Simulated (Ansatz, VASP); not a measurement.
# Two plane-wave programs on AlN

INCAR

```
PREC = Accurate ; ENCUT = 520
EDIFF = 1E-6 ; ISMEAR = 0
SIGMA = 0.1 ; LREAL = False
LASPH = True ; NELM = 80
ALGO = Normal ; ISIF = 2
LWAVE = False ; LCHARG = False
GGA = PE ; NBANDS = 16
```

KPOINTS

```
regular mesh
0
Gamma
  6 6 4
```

File POSCAR:

```
AlN
1.0
    3.3719293400      0.0000000000      0.0000000000
    0.0000000000      3.3719293400      0.0000000000
    0.0000000000      0.0000000000      4.2889663200
Al N
2 2
Direct
    0.0000000000      0.5000000000      0.2385000000
    0.5000000000      0.0000000000      0.7615000000
    0.0000000000      0.0000000000      0.0000000000
    0.5000000000      0.5000000000      0.0000000000
```

Input for Ansatz:

```yaml
crystal:
  lattice:
    - [3.37192934, 0.0, 0.0]
    - [0.0, 3.37192934, 0.0]
    - [0.0, 0.0, 4.28896632]
  atoms:
    - { symbol: Al, position: [0.0, 0.5, 0.2385] }
    - { symbol: Al, position: [0.5, 0.0, 0.7615] }
    - { symbol: "N", position: [0.0, 0.0, 0.0] }
    - { symbol: "N", position: [0.5, 0.5, 0.0] }
basis:
  ecutwfc: 420
kpoints:
  mp_grid: { grid: [6, 6, 4] }
hamiltonian:
  xc: pbe
scf:
  occupations: { method: gaussian, width: 0.1 }
  lower_state_search: "off"
output:
  forces: true
  stress: true
  eigenvalues: true
```

Change from the starting cell: species swapped into the SnO type (P4/nmm, No. 129).

Alike in both runs: task single point; functional PBE; k mesh 6 × 6 × 4; occupations gaussian, width 0.1 eV; no spin polarisation.

|  | VASP | Ansatz |
| --- | --- | --- |
| version | VASP 6.6.1 | Ansatz 0.2.0 |
| potentials or method | VASP PAW PBE potentials, release 64 (Al, N), cutoff 520 eV | scalar-relativistic, plane waves, PAW |
| valence electrons in the cell | 16 | 16 |

```csv
,VASP,Ansatz,Ansatz less VASP
gap on the k mesh at the Fermi level (eV),none,none,-
pressure (GPa),3.9,4.1,+0.11
"traceless stress, the component that is largest in VASP (GPa)",-9.07,-9.16,-0.088
rms of the force components (eV/Å),0.707,0.715,+0.0075
```

Atom by atom the forces differ by 0.007 eV/Å (rms over components). A gap of «none» marks a metal or a gap that the smearing closes.

The k mesh is coarse, so the values compare programs but aren't converged.
